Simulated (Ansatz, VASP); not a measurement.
One calculation of Cs, two programs

```
CELL_PARAMETERS angstrom
5.91615 0.00000 0.00000
-2.95807 5.12353 0.00000
0.00000 0.00000 19.41712
ATOMIC_POSITIONS crystal
Cs 0.00000 0.00000 0.00000
Cs 0.00000 0.00000 0.50000
Cs 0.33333 0.66667 0.25000
Cs 0.66667 0.33333 0.75000
```

Alike in both runs: task single point; functional RPBE; k mesh 7 × 7 × 2; occupations fermi-dirac, width 0.1 eV; no spin polarisation.

```csv
,VASP,Ansatz
version,VASP 6.6.1,Ansatz 0.2.0
potentials or method,"VASP PAW PBE potentials, release 64 (Cs_sv), cutoff 520 eV","plane waves (420 eV) with PAW, scalar-relativistic"
valence electrons in the cell,36,36
```

|  | VASP | Ansatz | Ansatz less VASP |
| --- | --- | --- | --- |
| pressure (GPa) | -0.1 | -0.1 | +0.01 |

VASP's potentials were made for PBE, not for RPBE. The functional is the same, so the differences come from potentials, cutoffs and numerics.

Neither program's run includes spin-orbit coupling.
